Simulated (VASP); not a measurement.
# ZrS (Fm-3m) in VASP: notebook, part 2 of 2

VASP 6.6.1. Earlier steps stand in the parts before.

### 3 Single point, PBEsol

This run uses another cell than the first one, of 16.64 Å³/atom, 1.045 times its volume.

File INCAR:

```
PREC     = Accurate       # precision mode
ENCUT    = 520            # plane-wave cutoff, eV
EDIFF    = 1E-7           # SCF threshold, eV
ISMEAR   = 1              # smearing method
SIGMA    = 0.02           # smearing width, eV
LREAL    = F              # projectors in reciprocal space
LASPH    = T              # aspherical terms in the spheres
NELM     = 80             # most SCF steps
ALGO     = Normal         # electronic algorithm
ISIF     = 2              # what is computed and relaxed
LWAVE    = F              # write WAVECAR
LCHARG   = F              # write CHGCAR
GGA      = PS             # functional
NBANDS   = 16             # bands
```

File KPOINTS:

```
Automatic mesh
0
Gamma
  8 8 8
```

File POSCAR:

```
ZrS
1.0
    0.0000000000      2.5530456688      2.5530456688
    2.5530456688      0.0000000000      2.5530456688
    2.5530456688      2.5530456688      0.0000000000
Zr S
1 1
Direct
    0.0000000000      0.0000000000      0.0000000000
    0.5000000000      0.5000000000      0.5000000000
```

Potentials or basis: VASP PAW PBE potentials, release 64 (Zr_sv, S).

Launch:

```sh
$ cat potpaw_PBE.64/Zr_sv/POTCAR potpaw_PBE.64/S/POTCAR > POTCAR
$ mpirun -np 1 vasp_std > vasp.out
```

OUTCAR:

```text
PREC = Accurate
   ENCUT = 520
   EDIFF = 1E-7
   ISMEAR = 1
   LREAL = F
   LASPH = T
   NELM = 80
   ISIF = 2
   GGA = PS

 ion  position               nearest neighbor table
   1  0.000  0.000  0.000-   2 2.55   2 2.55   2 2.55   2 2.55   2 2.55   2 2.55
   2  0.500  0.500  0.500-   1 2.55   1 2.55   1 2.55   1 2.55   1 2.55   1 2.55

  LATTYP: Found a face centered cubic cell.
 ALAT       =     5.1060913376

  Lattice vectors:

 A1 = (   0.0000000000,   2.5530456688,   2.5530456688)
 A2 = (   2.5530456688,   0.0000000000,   2.5530456688)
 A3 = (   2.5530456688,   2.5530456688,   0.0000000000)

Analysis of symmetry for initial positions (statically):
=====================================================================
 Subroutine PRICEL returns:
 Original cell was already a primitive cell.

 Routine SETGRP: Setting up the symmetry group for a
 face centered cubic supercell.

 Subroutine GETGRP returns: Found 48 space group operations
 (whereof 48 operations were pure point group operations)
 out of a pool of 48 trial point group operations.

The static configuration has the point symmetry O_h .

Analysis of symmetry for dynamics (positions and initial velocities):
[... 154 lines left out ...]
  ---------------------------------------------------
  free energy    TOTEN  =       -16.48675550 eV

  energy without entropy =      -16.48662051  energy(sigma->0) =      -16.48671050

 E-fermi :  11.7406     XC(G=0): -11.8626

 val. band max:       11.7109679239   @ k =  -0.2500   0.5000   0.2500
 cond. band min:      11.7472506397   @ k =  -0.3750   0.2500   0.0000
 fundamental gap:      0.0362827158
 Fermi energy:        11.7406197902

 k-point     1 :       0.0000    0.0000    0.0000
  band No.  band energies     occupation
      1     -37.9981      2.00000
      2     -16.0025      2.00000
      3     -16.0025      2.00000
      4     -16.0025      2.00000
      5      -4.5417      2.00000
      6       8.1379      2.00000
[... 433 lines left out ...]
      3     -16.1589      2.00000
      4     -16.0847      2.00000
      5      -2.9493      2.00000
      6       4.0053      2.00000
[... 8 lines left out ...]
     15      19.7416      0.00000
     16      19.9662      0.00000

 [... further k-points ...]
[... 5 lines left out ...]
  --------------------------------------------------------------------------------------
  -------------------------------------------------------------------------------------
  Total        1.1807586      1.1807586      1.1807586      0.0000000      0.0000000      0.0000000
  in kB       56.8415547     56.8415547     56.8415547      0.0000000      0.0000000      0.0000000
  external PRESSURE =      56.8415547 kB  Pullay stress =       0.0000000 kB

 VOLUME and BASIS-vectors are now :
 -----------------------------------------------------------------------------
  energy-cutoff  :      520.00
  volume of cell :       33.28
      direct lattice vectors                 reciprocal lattice vectors
     0.000000000  2.553045669  2.553045669    -0.195844519  0.195844519  0.195844519
     2.553045669  0.000000000  2.553045669     0.195844519 -0.195844519  0.195844519
     2.553045669  2.553045669  0.000000000     0.195844519  0.195844519 -0.195844519

 POSITION                                       TOTAL-FORCE (eV/Angst)
 -----------------------------------------------------------------------------------
      0.00000      0.00000      0.00000         0.000000      0.000000     -0.000000
      2.55305      2.55305      2.55305        -0.000000     -0.000000      0.000000
 -----------------------------------------------------------------------------------
    total drift:                                0.000000      0.000000      0.000000

  FREE ENERGIE OF THE ION-ELECTRON SYSTEM (eV)
  ---------------------------------------------------
  free  energy   TOTEN  =       -16.4867554983 eV

  energy  without entropy=      -16.4866205067  energy(sigma->0) =      -16.48671050
```

OSZICAR:

```text
N       E                     dE             d eps       ncg     rms          rms(c)
DAV:   1     0.121414764435E+03    0.12141E+03   -0.96187E+03   928   0.110E+03
DAV:   2    -0.122485922836E+02   -0.13366E+03   -0.12900E+03  1216   0.286E+02
DAV:   3    -0.172595860413E+02   -0.50110E+01   -0.49725E+01  1408   0.487E+01
DAV:   4    -0.173254591813E+02   -0.65873E-01   -0.65858E-01  1176   0.535E+00
DAV:   5    -0.173271485403E+02   -0.16894E-02   -0.16893E-02  1392   0.589E-01    0.185E+01
DAV:   6    -0.165239417744E+02    0.80321E+00   -0.16523E+00  1096   0.942E+00    0.860E+00
DAV:   7    -0.164917587672E+02    0.32183E-01   -0.19357E-01  1296   0.289E+00    0.323E+00
DAV:   8    -0.164871671848E+02    0.45916E-02   -0.25080E-02  1104   0.108E+00    0.402E-01
DAV:   9    -0.164868166993E+02    0.35049E-03   -0.27867E-03  1096   0.325E-01    0.177E-01
DAV:  10    -0.164867708795E+02    0.45820E-04   -0.31378E-04  1216   0.177E-01    0.546E-02
DAV:  11    -0.164867552534E+02    0.15626E-04   -0.63038E-05  1120   0.476E-02    0.352E-02
DAV:  12    -0.164867554087E+02   -0.15527E-06   -0.21535E-06  1184   0.123E-02    0.208E-03
DAV:  13    -0.164867554983E+02   -0.89598E-07   -0.12269E-07   784   0.356E-03
   1 F= -.16486755E+02 E0= -.16486711E+02  d E =-.134992E-03
```

Run time: 10 s. Hardware: 1 thread of Intel Xeon Platinum 8488C (Sapphire Rapids), shared host; peak memory 0.16 GiB.

What came out:

```
Free energy            : -16.4868 eV
Pressure               : 5.7 GPa
Band gap on the k mesh : zero (band 9 reaches 13.35 eV, above the bottom of band 10 at 10.12 eV)
```

Levels at points of the mesh, in eV from the Fermi level:
```tsv
k point	band 6	band 7	band 8	band 9	band 10	band 11	band 12	band 13
(0.00, 0.00, 0.00)	-3.60	-3.60	-3.60	-1.62	-1.62	-1.62	-0.85	-0.85
(0.50, 0.00, 0.00)	-8.52	-6.37	-6.37	1.61	1.61	1.88	2.02	5.94
(0.50, 0.50, 0.00)	-6.45	-4.57	-4.57	-3.93	0.49	2.64	2.64	3.12
```

Caveat: the PAW data sets were made with another functional, which shifts forces and pressure a little.

### 4 Single point, PBEsol

This run uses another cell than the first one, of 17.36 Å³/atom, 1.091 times its volume.

File INCAR:

```
PREC = Accurate
ENCUT = 520
EDIFF = 1E-6
ISMEAR = 1
SIGMA = 0.02
LREAL = False
LASPH = True
NELM = 60
ALGO = Normal
ISIF = 2
LWAVE = False
LCHARG = False
GGA = PS
NBANDS = 16
```

File KPOINTS:

```
regular mesh
0
Gamma
  8 8 8
```

File POSCAR:

```
ZrS
1.0
    0.0000000000      2.5895226780      2.5895226780
    2.5895226780      0.0000000000      2.5895226780
    2.5895226780      2.5895226780      0.0000000000
Zr S
1 1
Direct
    0.0000000000      0.0000000000      0.0000000000
    0.5000000000      0.5000000000      0.5000000000
```

Launch:

```sh
$ cat potpaw_PBE.64/Zr_sv/POTCAR potpaw_PBE.64/S/POTCAR > POTCAR
$ mpirun -np 1 vasp_std > vasp.out
```

It took 9.3 s on 1 thread of Intel Xeon Platinum 8488C (Sapphire Rapids), shared host; peak memory 0.16 GiB.

The run converged. Its results:

| Quantity | Value |
| --- | --- |
| Free energy | -16.5074 eV |
| Pressure | -1.0 GPa |
| Band gap on the k mesh | zero (band 9 reaches 12.70 eV, above the bottom of band 10 at 9.67 eV) |

Levels at points of the mesh, in eV from the Fermi level:
```tsv
k point	band 5	band 6	band 7	band 8	band 9	band 10	band 11	band 12	band 13	band 14
(0.00, 0.00, 0.00)	-16.08	-3.60	-3.60	-3.60	-1.52	-1.52	-1.52	-0.79	-0.79	2.07
(0.50, 0.00, 0.00)	-14.37	-8.31	-6.20	-6.20	1.51	1.51	1.84	1.86	5.84	5.84
(0.50, 0.50, 0.00)	-15.20	-6.40	-4.56	-4.56	-3.72	0.47	2.47	2.47	2.91	3.53
```

Caveat: the PAW data sets were made with another functional, which shifts forces and pressure a little.

### 5 Single point, PBEsol

This run uses another cell than the first one, of 18.09 Å³/atom, 1.136 times its volume.

File INCAR:

```
  PREC = Accurate
  ENCUT = 520
  EDIFF = 1E-6
  ISMEAR = 1
  SIGMA = 0.02
  LREAL = False
  LASPH = True
  NELM = 80
  ALGO = Normal
  ISIF = 2
  LWAVE = False
  LCHARG = False
  GGA = PS
  NBANDS = 16
```

File KPOINTS:

```
Automatic mesh
0
Gamma
  8 8 8
```

File POSCAR:

```
ZrS
1.0
    0.0000000000      2.6250000000      2.6250000000
    2.6250000000      0.0000000000      2.6250000000
    2.6250000000      2.6250000000      0.0000000000
Zr S
1 1
Direct
    0.0000000000      0.0000000000      0.0000000000
    0.5000000000      0.5000000000      0.5000000000
```

Launch:

```sh
$ cat potpaw_PBE.64/Zr_sv/POTCAR potpaw_PBE.64/S/POTCAR > POTCAR
$ mpirun -np 1 vasp_std > vasp.out
```

It took 9.2 s on 1 thread of Intel Xeon Platinum 8488C (Sapphire Rapids), shared host; peak memory 0.16 GiB.

Results (log left out):

* Free energy: -16.4736 eV
* Pressure: -6.4 GPa
* Band gap on the k mesh: zero (band 9 reaches 12.09 eV, above the bottom of band 10 at 9.25 eV)

Levels at points of the mesh, in eV from the Fermi level:
| k point | band 6 | band 7 | band 8 | band 9 | band 10 | band 11 | band 12 | band 13 |
| --- | --- | --- | --- | --- | --- | --- | --- | --- |
| (0.00, 0.00, 0.00) | -3.59 | -3.59 | -3.59 | -1.42 | -1.42 | -1.42 | -0.74 | -0.74 |
| (0.50, 0.00, 0.00) | -8.10 | -6.03 | -6.03 | 1.41 | 1.41 | 1.72 | 1.81 | 5.56 |
| (0.50, 0.50, 0.00) | -6.33 | -4.53 | -4.53 | -3.52 | 0.45 | 2.32 | 2.32 | 2.72 |

Caveat: the PAW data sets were made with another functional, which shifts forces and pressure a little.

### 6 Single point, PBEsol

This run uses another cell than the first one, of 18.81 Å³/atom, 1.182 times its volume.

File INCAR:

```
SYSTEM = ZrS
PREC = Accurate
ENCUT = 520
EDIFF = 1E-7
ISMEAR = 1
SIGMA = 0.02
LREAL = .False.
LASPH = .True.
NELM = 60
ALGO = Normal
ISIF = 2
LWAVE = .False.
LCHARG = .False.
GGA = PS
NBANDS = 16
```

File KPOINTS:

```
Automatic mesh
0
Gamma
  8 8 8
  0 0 0
```

File POSCAR:

```
ZrS
1.0
    0.0000000000      2.6595434350      2.6595434350
    2.6595434350      0.0000000000      2.6595434350
    2.6595434350      2.6595434350      0.0000000000
Zr S
1 1
Direct
    0.0000000000      0.0000000000      0.0000000000
    0.5000000000      0.5000000000      0.5000000000
```

Potentials or basis: VASP PAW PBE potentials, release 64 (Zr_sv, S).

Launch:

```sh
$ cat potpaw_PBE.64/Zr_sv/POTCAR potpaw_PBE.64/S/POTCAR > POTCAR
$ mpirun -np 1 vasp_std > vasp.out
```

Wall time 10 s (1 thread of Intel Xeon Platinum 8488C (Sapphire Rapids), shared host); peak memory 0.16 GiB.

It converged, with:

```yaml
Free_energy: -16.3966 eV
Pressure: -10.6 GPa
Band_gap_on_the_k_mesh: zero (band 9 reaches 11.52 eV, above the bottom of band 10 at 8.86 eV)
```

Levels at points of the mesh, in eV from the Fermi level:
| k point | band 7 | band 8 | band 9 | band 10 | band 11 | band 12 |
| --- | --- | --- | --- | --- | --- | --- |
| (0.00, 0.00, 0.00) | -3.57 | -3.57 | -1.33 | -1.33 | -1.33 | -0.69 |
| (0.50, 0.00, 0.00) | -5.87 | -5.87 | 1.32 | 1.32 | 1.59 | 1.77 |
| (0.50, 0.50, 0.00) | -4.50 | -4.50 | -3.33 | 0.44 | 2.17 | 2.17 |

Caveat: the PAW data sets were made with another functional, which shifts forces and pressure a little.

### 7 The runs side by side

```tsv
cell	gap on the mesh (eV)	pressure (GPa)
a = 3.557 Å, angles 60.0°, 2 atoms	none	14.1
a = 3.611 Å, angles 60.0°, 2 atoms	none	5.7
a = 3.662 Å, angles 60.0°, 2 atoms	none	-1.0
a = 3.712 Å, angles 60.0°, 2 atoms	none	-6.4
a = 3.761 Å, angles 60.0°, 2 atoms	none	-10.6
```

Alike in all rows: task single point; level PBEsol; potentials or basis VASP PAW PBE potentials, release 64 (Zr_sv, S); no spin polarisation; k mesh 8 × 8 × 8; cutoff (eV) 520; smearing methfessel-paxton 0.02 eV.

Caveats: the PAW data sets were made with another functional, which shifts forces and pressure a little.

Absolute energies hang on the potentials; compare differences alone.
